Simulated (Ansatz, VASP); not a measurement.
## One calculation of BP, two programs

The input INCAR:

```
SYSTEM = BP
ALGO = Normal
EDIFF = 1E-7
EDIFFG = -0.01
ENCUT = 600
GGA = PS
IBRION = 2
ISIF = 3
ISMEAR = -1
LASPH = .TRUE.
LCHARG = .FALSE.
LREAL = .FALSE.
LWAVE = .FALSE.
NELM = 80
NSW = 60
PREC = Accurate
SIGMA = 0.05
```

Contents of KPOINTS:

```
k-points
0
G
  10 10 10
  0 0 0
```

POSCAR

```
BP
1.0
    0.0000000000      2.2690000000      2.2690000000
    2.2690000000      0.0000000000      2.2690000000
    2.2690000000      2.2690000000      0.0000000000
P B
1 1
Direct
    0.7500000000      0.7500000000      0.7500000000
    0.0000000000      0.0000000000      0.0000000000
```

Contents of input.yaml:

```yaml
crystal:
  lattice:
    - [0.0, 2.269, 2.269]
    - [2.269, 0.0, 2.269]
    - [2.269, 2.269, 0.0]
  atoms:
    - { symbol: P, position: [0.75, 0.75, 0.75] }
    - { symbol: B, position: [0.0, 0.0, 0.0] }
hamiltonian:
  xc: pbesol
  pseudopotentials: { kind: paw }
kpoints:
  mp_grid: { grid: [10, 10, 10] }
scf:
  occupations: { method: fermi_dirac, width: 0.05 }
output:
  forces: true
  stress: true
relax:
  f_tol: 0.01
  max_steps: 40
  cell: { stress_tol: 0.05 }
```

Alike in both runs: task relaxation of cell and atoms; functional PBEsol; k mesh 10 × 10 × 10; occupations fermi-dirac, width 0.05 eV; no spin polarisation.

```csv
,VASP,Ansatz
version,VASP 6.6.1,Ansatz 0.2.0
potentials or method,"VASP PAW PBE potentials, release 64 (P, B)",Ansatz PAW
plane-wave cutoff (eV),600,420
valence electrons in the cell,8,8
```

```csv
,VASP,Ansatz,Ansatz less VASP
relaxed volume (Å³/atom),11.55,11.54,-0.007
relaxed cell length with the largest relative difference (Å),3.197,3.196,-0.0007
```

VASP's potentials were made for PBE, not for PBEsol.

Noted on Ansatz's run: the plane-wave basis is chosen anew once the cell has moved, so the energies of steps on either side of that aren't comparable.
